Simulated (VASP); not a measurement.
# Si (Fd-3m) in VASP: a series of runs

Runs on Si. Level: LDA. Tasks: single point, relaxation of cell and atoms.

Everything below comes from runs of VASP 6.6.1. Logs are shortened: lines on timing, memory, paths and dates and some standing lists are left out, and cuts for length are marked.

### Step 1. The cell of the first run

Symmetry: Fd-3m, No. 227, cubic system. Conventional cell: a = 5.402 Å, b = 5.402 Å, c = 5.402 Å, α = 90.00°, β = 90.00°, γ = 90.00°. Si (site symmetry -43m) has 4 Si at 2.34 Å within 3.1 Å.

### Step 2. Single point, LDA

Input file INCAR:

```
SYSTEM = Si
  PREC = Accurate
  ENCUT = 520
  EDIFF = 1E-6
  ISMEAR = 0
  SIGMA = 0.02
  LREAL = .FALSE.
  LASPH = .TRUE.
  NELM = 100
  ALGO = Normal
  ISIF = 2
  LWAVE = .FALSE.
  LCHARG = .FALSE.
  NBANDS = 11
```

Input file KPOINTS:

```
regular mesh
0
G
  8 8 8
  0 0 0
```

Input file POSCAR:

```
Si
1.0
    0.0000000000      2.7008304894      2.7008304894
    2.7008304894      0.0000000000      2.7008304894
    2.7008304894      2.7008304894      0.0000000000
Si
2
Direct
    0.5000000000      0.5000000000      0.5000000000
    0.7500000000      0.7500000000      0.7500000000
```

Potentials or basis: VASP PAW LDA potentials, release 64 (Si).

Command:

```
$ cat potpaw_LDA.64/Si/POTCAR > POTCAR
$ mpirun -np 1 vasp_std > vasp.out
```

OUTCAR:

```text
SYSTEM = Si
   PREC = Accurate
   ENCUT = 520
   EDIFF = 1E-6
   ISMEAR = 0
   LREAL = .FALSE.
   LASPH = .TRUE.
   NELM = 100
   ISIF = 2

 ion  position               nearest neighbor table
   1  0.500  0.500  0.500-   2 2.34   2 2.34   2 2.34   2 2.34
   2  0.750  0.750  0.750-   1 2.34   1 2.34   1 2.34   1 2.34

  LATTYP: Found a face centered cubic cell.
 ALAT       =     5.4016609788

  Lattice vectors:

 A1 = (   0.0000000000,   2.7008304894,   2.7008304894)
 A2 = (   2.7008304894,   0.0000000000,   2.7008304894)
 A3 = (   2.7008304894,   2.7008304894,   0.0000000000)

Analysis of symmetry for initial positions (statically):
=====================================================================
 Subroutine PRICEL returns:
 Original cell was already a primitive cell.

 Routine SETGRP: Setting up the symmetry group for a
 face centered cubic supercell.

 Subroutine GETGRP returns: Found 48 space group operations
 (whereof 24 operations were pure point group operations)
 out of a pool of 48 trial point group operations.

The static configuration has the point symmetry T_d .
 The point group associated with its full space group is O_h .

Analysis of symmetry for dynamics (positions and initial velocities):
=====================================================================
 Subroutine PRICEL returns:
 Original cell was already a primitive cell.

 Routine SETGRP: Setting up the symmetry group for a
 face centered cubic supercell.

 Subroutine GETGRP returns: Found 48 space group operations
 (whereof 24 operations were pure point group operations)
 out of a pool of 48 trial point group operations.

The dynamic configuration has the point symmetry T_d .
 The point group associated with its full space group is O_h .

 Subroutine INISYM returns: Found 48 space group operations
 (whereof 24 operations are pure point group operations),
 and found     1 'primitive' translations

----------------------------------------------------------------------------------------

                                     Primitive cell

  volume of cell :      39.4023

  direct lattice vectors                    reciprocal lattice vectors
     0.000000000  2.700830489  2.700830489    -0.185128242  0.185128242  0.185128242
     2.700830489  0.000000000  2.700830489     0.185128242 -0.185128242  0.185128242
     2.700830489  2.700830489  0.000000000     0.185128242  0.185128242 -0.185128242

  length of vectors
     3.819551108  3.819551108  3.819551108     0.320651521  0.320651521  0.320651521

  position of ions in fractional coordinates (direct lattice)
     0.500000000  0.500000000  0.500000000
[... 83 lines left out ...]
   NFREE  =      0    steps in history (QN), initial steepest desc. (CG)
   ISIF   =      2    stress and relaxation
   ISYM   =      2    0-nonsym 1-usesym 2-fastsym
   POTIM  = 0.5000    time-step for ionic-motion
   TEBEG  =    0.0;   TEEND  =   0.0 temperature during run
   PSTRESS=    0.0 pullay stress
   NELECT =       8.0000    total number of electrons
   NUPDOWN=      -1.0000    fix difference up-down
   EMIN   =  10.00;   EMAX   =-10.00  energy-range for DOS
   EFERMI =   0.00;   METHOD = LEGACY
   ISMEAR =     0;   SIGMA  =   0.02  broadening in eV -4-tet -1-fermi 0-gaus
   EFERMI_NEDOS =   21; number of points for ismear=-14 and -15
   IALGO  =     38    algorithm
   IMIX   =      4    mixing-type and parameters
     AMIX     =   0.40;   BMIX     =  1.00
     AMIX_MAG =   1.60;   BMIX_MAG =  1.00
  volume/ion in A,a.u.               =      19.70       132.95
  Fermi-wavevector in a.u.,A,eV,Ry     =   0.962197  1.818289 12.596597  0.925824
  Thomas-Fermi vector in A             =   2.091635
   LORBIT       =      0    0 simple, 1 ext, 2 COOP (PROOUT), +10 PAW based schemes
   GGA     = CA    functional components
   LHFCALC =     F    Hartree Fock is set to
   AEXX    =    0.0000 exact exchange contribution
   IVDW    =     0    specifies the selected vdW correction
   LEPSILON=     F    determine dielectric tensor
   LRPA    =     F    only Hartree local field effects (RPA)
 non-spin polarized calculation
 Gauss-broadening in eV      SIGMA  =   0.02
  energy-cutoff  :      520.00
  volume of cell :       39.40
 maximum number of plane-waves:      1069
   NGX = 15   NGY = 15   NGZ = 15

 number of electron       8.0000001 magnetization

 Free energy of the ion-electron system (eV)
  ---------------------------------------------------
  ext. energy  EPLUGINS =         0.00000000
  ---------------------------------------------------
  free energy    TOTEN  =       -11.91556487 eV

  energy without entropy =      -11.91556487  energy(sigma->0) =      -11.91556487

 E-fermi :   6.0830     XC(G=0):  -9.6657

 val. band max:        5.9366241078   @ k =   0.0000   0.0000   0.0000
 cond. band min:       6.4257740690   @ k =   0.3750   0.3750   0.0000
 fundamental gap:      0.4891499612
 Fermi energy:         6.0830130268

 k-point     1 :       0.0000    0.0000    0.0000
  band No.  band energies     occupation
      1      -6.1315      2.00000
      2       5.9366      2.00000
      3       5.9366      2.00000
      4       5.9366      2.00000
      5       8.4668      0.00000
      6       8.4668      0.00000
      7       8.4668      0.00000
      8       9.3306      0.00000
      9      13.6719      0.00000
     10      13.6719      0.00000
     11      13.6815      0.00000
[... 309 lines left out ...]
 k-point    24 :      -0.3750    0.2500    0.1250
  band No.  band energies     occupation
      1      -3.2075      2.00000
      2      -0.9209      2.00000
      3       2.4205      2.00000
      4       3.7345      2.00000
      5       8.9572      0.00000
      6       8.9761      0.00000
      7      11.8295      0.00000
      8      13.0056      0.00000
      9      13.3052      0.00000
     10      16.4704      0.00000
     11      17.6319      0.00000

 [... further k-points ...]
[... 5 lines left out ...]
  --------------------------------------------------------------------------------------
  -------------------------------------------------------------------------------------
  Total        0.0174910      0.0174910      0.0174910      0.0000000      0.0000000      0.0000000
  in kB        0.7112183      0.7112183      0.7112183      0.0000000      0.0000000      0.0000000
  external PRESSURE =       0.7112183 kB  Pullay stress =       0.0000000 kB

 VOLUME and BASIS-vectors are now :
 -----------------------------------------------------------------------------
  energy-cutoff  :      520.00
  volume of cell :       39.40
      direct lattice vectors                 reciprocal lattice vectors
     0.000000000  2.700830489  2.700830489    -0.185128242  0.185128242  0.185128242
     2.700830489  0.000000000  2.700830489     0.185128242 -0.185128242  0.185128242
     2.700830489  2.700830489  0.000000000     0.185128242  0.185128242 -0.185128242

 POSITION                                       TOTAL-FORCE (eV/Angst)
 -----------------------------------------------------------------------------------
      2.70083      2.70083      2.70083        -0.000000     -0.000000     -0.000000
      4.05125      4.05125      4.05125         0.000000      0.000000      0.000000
 -----------------------------------------------------------------------------------
    total drift:                                0.000000      0.000000     -0.000000

  FREE ENERGIE OF THE ION-ELECTRON SYSTEM (eV)
  ---------------------------------------------------
  free  energy   TOTEN  =       -11.9155648653 eV

  energy  without entropy=      -11.9155648653  energy(sigma->0) =      -11.91556487
```

OSZICAR:

```text
N       E                     dE             d eps       ncg     rms          rms(c)
DAV:   1     0.874456469404E+01    0.87446E+01   -0.34059E+03   638   0.600E+02
DAV:   2    -0.114851408904E+02   -0.20230E+02   -0.18907E+02   859   0.861E+01
DAV:   3    -0.121825681383E+02   -0.69743E+00   -0.69561E+00   823   0.142E+01
DAV:   4    -0.121884033140E+02   -0.58352E-02   -0.58344E-02   763   0.166E+00
DAV:   5    -0.121884573352E+02   -0.54021E-04   -0.54021E-04   840   0.153E-01    0.512E+00
DAV:   6    -0.120003641303E+02    0.18809E+00   -0.10991E-01   715   0.131E+00    0.306E+00
DAV:   7    -0.119154026050E+02    0.84962E-01   -0.19386E-01   719   0.180E+00    0.244E-01
DAV:   8    -0.119155834909E+02   -0.18089E-03   -0.80518E-03   710   0.492E-01    0.826E-02
DAV:   9    -0.119155598705E+02    0.23620E-04   -0.20938E-04   779   0.783E-02    0.630E-02
DAV:  10    -0.119155650464E+02   -0.51759E-05   -0.15614E-05   738   0.231E-02    0.272E-02
DAV:  11    -0.119155648653E+02    0.18108E-06   -0.92878E-07   484   0.511E-03
   1 F= -.11915565E+02 E0= -.11915565E+02  d E =-.357509E-27
```

Run time: 6 s. Hardware: 1 thread of Intel Xeon Platinum 8375C at 2.90GHz (Ice Lake), shared host; peak memory 0.13 GiB.

Results:

```yaml
Free_energy: -11.9156 eV
Pressure: 0.1 GPa
Band_gap_on_the_k_mesh: 0.49 eV (least direct gap 2.53 eV)
```

### Step 3. Single point, LDA

Input file INCAR:

```
PREC     = Accurate       # precision mode
ENCUT    = 520            # plane-wave cutoff, eV
EDIFF    = 1E-7           # SCF threshold, eV
ISMEAR   = 0              # smearing method
SIGMA    = 0.02           # smearing width, eV
LREAL    = F              # projectors in reciprocal space
LASPH    = T              # aspherical terms in the spheres
NELM     = 80             # most SCF steps
ALGO     = Normal         # electronic algorithm
ISIF     = 2              # what is computed and relaxed
LWAVE    = F              # write WAVECAR
LCHARG   = F              # write CHGCAR
NBANDS   = 11             # bands
```

Input file KPOINTS:

```
regular mesh
0
Gamma
  10 10 10
```

POSCAR is that of step 2.

Potentials or basis: VASP PAW LDA potentials, release 64 (Si).

Command:

```
$ cat potpaw_LDA.64/Si/POTCAR > POTCAR
$ mpirun -np 1 vasp_std > vasp.out
```

Run time: 9.8 s. Hardware: 1 thread of Intel Xeon Platinum 8375C at 2.90GHz (Ice Lake), shared host; peak memory 0.14 GiB.

The run converged. Its results:

```
Free energy            : -11.9191 eV
Pressure               : 0.1 GPa
Band gap on the k mesh : 0.45 eV (least direct gap 2.53 eV)
```

Levels at points of the mesh, in eV from the valence-band top:
```csv
k point,band 1,band 2,band 3,band 4,band 5,band 6,band 7,band 8,band 9
"(0.00, 0.00, 0.00)",-12.07,0.00,0.00,0.00,2.53,2.53,2.53,3.39,7.74
"(0.50, 0.00, 0.00)",-9.69,-7.07,-1.21,-1.21,1.49,3.29,3.29,7.54,10.56
"(0.50, 0.50, 0.00)",-7.87,-7.87,-2.90,-2.90,0.57,0.57,10.12,10.12,10.97
```

A k mesh can miss the band edges.

### Step 4. Relaxation of cell and atoms, LDA

Input file INCAR:

```
ALGO = Normal
EDIFF = 1E-6
EDIFFG = -0.002
ENCUT = 600
GGA = CA
IBRION = 2
ISIF = 3
ISMEAR = 0
LASPH = True
LCHARG = False
LREAL = False
LWAVE = False
NELM = 100
NSW = 100
PREC = Accurate
SIGMA = 0.02
```

Input file KPOINTS:

```
k-points
0
Gamma
  10 10 10
```

POSCAR is that of step 3.

Command:

```
$ cat potpaw_LDA.64/Si/POTCAR > POTCAR
$ mpirun -np 1 vasp_std > vasp.out
```

Run time: 13 s. Hardware: 1 thread of Intel Xeon Platinum 8375C at 2.90GHz (Ice Lake), shared host; peak memory 0.15 GiB.

It converged, with:

```yaml
Free_energy: -11.9193 eV
Relaxed_volume: 19.72 Å³/atom
Relaxed_cell: a = 3.820 Å, b = 3.820 Å, c = 3.820 Å, α = 60.00°, β = 60.00°, γ = 60.00°
Space_group_after_relaxing_to_0.1_Å: Fd-3m (No. 227)
Energy_gained_by_relaxing: 0.0 meV/atom
Ionic_steps: 3
Pressure_after_relaxing: 0.0 GPa
Band_gap_on_the_k_mesh: 0.45 eV (least direct gap 2.53 eV)
```

Final structure:
```xyz
2
Lattice="0.0000 2.7015 2.7015 2.7015 0.0000 2.7015 2.7015 2.7015 0.0000" Properties=species:S:1:pos:R:3 pbc="T T T"
Si    2.7015    2.7015    2.7015
Si    4.0522    4.0522    4.0522
```

Levels at points of the mesh, in eV from the valence-band top:
```tsv
k point	band 1	band 2	band 3	band 4	band 5	band 6	band 7	band 8
(0.00, 0.00, 0.00)	-12.06	0.00	0.00	0.00	2.53	2.53	2.53	3.39
(0.50, 0.00, 0.00)	-9.69	-7.06	-1.21	-1.21	1.48	3.29	3.29	7.54
(0.50, 0.50, 0.00)	-7.86	-7.86	-2.89	-2.89	0.58	0.58	10.11	10.11
```

### Step 5. Summary

| task | cell | k mesh | cutoff (eV) | gap on the mesh (eV) | pressure (GPa) |
| --- | --- | --- | --- | --- | --- |
| single point | as given | 8 × 8 × 8 | 520 | 0.49 | 0.1 |
| single point | as given | 10 × 10 × 10 | 520 | 0.45 | 0.1 |
| relaxation of cell and atoms | relaxed | 10 × 10 × 10 | 600 | 0.45 | 0.0 |

Alike in all rows: level LDA; potentials or basis VASP PAW LDA potentials, release 64 (Si); no spin polarisation; smearing gaussian 0.02 eV.

Absolute energies hang on the potentials; compare differences alone.
